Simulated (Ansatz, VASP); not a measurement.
**One calculation of GaO3, two programs**

INCAR

```
SYSTEM = GaO3
  PREC = Accurate
  ENCUT = 520
  EDIFF = 1E-7
  ISMEAR = 0
  SIGMA = 0.1
  LREAL = .FALSE.
  LASPH = .TRUE.
  NELM = 150
  ALGO = Normal
  ISIF = 2
  LWAVE = .FALSE.
  LCHARG = .FALSE.
  ISPIN = 2
  MAGMOM = 0 1 1 1
  LORBIT = 11
  GGA = PE
  NBANDS = 28
```

The input KPOINTS:

```
regular mesh
0
G
  6 6 2
  0 0 0
```

The input POSCAR:

```
GaO3
1.0
    2.4893083900      0.0000000000      0.0000000000
   -1.2446542000      2.1558043100      0.0000000000
    0.0000000000      0.0000000000      8.2634843600
Ga O
1 3
Direct
    0.6666666700      0.3333333300      0.0000000000
    0.6666666700      0.3333333300      0.5000000000
    0.3333333300      0.6666666700      0.2463857700
    0.3333333300      0.6666666700      0.7536142300
```

Input for Ansatz:

```yaml
crystal:
  lattice:
    - [2.48930839, 0.0, 0.0]
    - [-1.2446542, 2.15580431, 0.0]
    - [0.0, 0.0, 8.26348436]
  atoms:
    - { symbol: Ga, position: [0.66666667, 0.33333333, 0.0] }
    - { symbol: O, position: [0.66666667, 0.33333333, 0.5], spin: 1.0 }
    - { symbol: O, position: [0.33333333, 0.66666667, 0.24638577], spin: 1.0 }
    - { symbol: O, position: [0.33333333, 0.66666667, 0.75361423], spin: 1.0 }
basis:
  ecutwfc: 420
kpoints:
  mp_grid: { grid: [6, 6, 2] }
hamiltonian:
  xc: pbe
scf:
  occupations: { method: gaussian, width: 0.1 }
  lower_state_search: "off"
output:
  forces: true
  stress: true
  eigenvalues: true
  populations: true
magnetization:
  spin_polarized: true
```

Change from the starting cell: species swapped into the Tl3Bi type (P-6m2, No. 187).

Alike in both runs: task single point; functional PBE; k mesh 6 × 6 × 2; occupations gaussian, width 0.1 eV; collinear spin.

|  | VASP | Ansatz |
| --- | --- | --- |
| version | VASP 6.6.1 | Ansatz 0.2.0 |
| potentials or method | VASP PAW PBE potentials, release 64 (Ga_d, O), cutoff 520 eV | scalar-relativistic, plane waves, PAW |
| valence electrons in the cell | 31 | 31 |

|  | VASP | Ansatz | Ansatz less VASP |
| --- | --- | --- | --- |
| gap on the k mesh at the Fermi level (eV) | none | none | - |
| pressure (GPa) | 6.3 | 6.2 | -0.02 |
| traceless stress, the component that is largest in VASP (GPa) | -18.10 | -18.14 | -0.044 |
| rms of the force components (eV/Å) | 0.415 | 0.424 | +0.0090 |
| net moment per atom (μB) | 1.22 | 1.22 | 0.000 |
| size of the moment on the site where the two differ most (μB) | 1.72 | 1.97 | +0.255 |

Site moments also hang on the region over which each program counts them. Atom by atom the forces differ by 0.009 eV/Å (rms over components). A gap of «none» marks a metal or a gap that the smearing closes.

The k mesh is coarse, so the values compare programs but aren't converged.
